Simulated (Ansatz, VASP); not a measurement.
## One calculation of ZrTi3C2, two programs

The input INCAR:

```
ALGO     = Normal         # electronic algorithm
EDIFF    = 1E-7           # SCF threshold, eV
ENCUT    = 520            # plane-wave cutoff, eV
GGA      = PE             # functional
ISIF     = 2              # what is computed and relaxed
ISMEAR   = 0              # smearing method
ISPIN    = 2              # spin polarisation
LASPH    = True           # aspherical terms in the spheres
LCHARG   = True           # write CHGCAR
LELF     = True           # ELF
LMAXMIX  = 4              # l up to which the mixer works
LORBIT   = 11             # projections on sites
LREAL    = False          # projectors in reciprocal space
LVHAR    = True         
LWAVE    = False          # write WAVECAR
MAGMOM   = 1 1 1 1 0 0    # initial moments
NBANDS   = 41             # bands
NELM     = 150            # most SCF steps
PREC     = Accurate       # precision mode
SIGMA    = 0.1            # smearing width, eV
```

The input KPOINTS:

```
k-points
0
Gamma
  4 4 4
```

POSCAR

```
ZrTi3C2
1.0
    4.3186519734      0.0000000000      0.0000000000
    0.0000000000      4.3186519734      0.0000000000
    0.0000000000      0.0000000000      4.4765621838
Zr Ti C
1 3 2
Direct
    0.0000000000      0.0000000000      0.0000000000
    0.0000000000      0.5000000000      0.5000000000
    0.5000000000      0.0000000000      0.5000000000
    0.5000000000      0.5000000000      0.0000000000
    0.0000000000      0.0000000000      0.5000000000
    0.5000000000      0.5000000000      0.5000000000
```

Input for Ansatz:

```yaml
crystal:
  lattice:
    - [4.3186519734, 0.0, 0.0]
    - [0.0, 4.3186519734, 0.0]
    - [0.0, 0.0, 4.4765621838]
  atoms:
    - { symbol: Zr, position: [0.0, 0.0, 0.0], spin: 1.0 }
    - { symbol: Ti, position: [0.0, 0.5, 0.5], spin: 1.0 }
    - { symbol: Ti, position: [0.5, 0.0, 0.5], spin: 1.0 }
    - { symbol: Ti, position: [0.5, 0.5, 0.0], spin: 1.0 }
    - { symbol: C, position: [0.0, 0.0, 0.5] }
    - { symbol: C, position: [0.5, 0.5, 0.5] }
basis:
  ecutwfc: 420
kpoints:
  mp_grid: { grid: [4, 4, 4] }
hamiltonian:
  xc: pbe
scf:
  occupations: { method: gaussian, width: 0.1 }
  lower_state_search: "off"
output:
  forces: true
  stress: true
  eigenvalues: true
  populations: true
magnetization:
  spin_polarized: true
```

Alike in both runs: task single point; functional PBE; k mesh 4 × 4 × 4; occupations gaussian, width 0.1 eV; collinear spin.

```csv
,VASP,Ansatz
version,VASP 6.6.1,Ansatz 0.2.0
potentials or method,"VASP PAW PBE potentials, release 64 (Zr_sv, Ti_sv, C), cutoff 520 eV","scalar-relativistic, plane waves, PAW"
valence electrons in the cell,56,56
```

Ansatz gave:

| Property | Result |
| --- | --- |
| gap on the k mesh at the Fermi level (eV) | none |
| pressure (GPa) | 0.0 |
| traceless stress, the component that is largest in VASP (GPa) | -0.08 |
| net moment per atom (μB) | 0.00 |

Question: What did VASP give for the same quantities?

Answer: gap on the k mesh at the Fermi level (eV): none; pressure (GPa): 0.1; traceless stress, the component that is largest in VASP (GPa): -0.08; net moment per atom (μB): 0.00.

A gap of «none» marks a metal or a gap that the smearing closes. With one functional, cell and mesh, what is left measures potentials, basis and numerics. Ansatz's warnings: seeded moment not kept.

The k mesh is coarse, so the values compare programs but aren't converged.
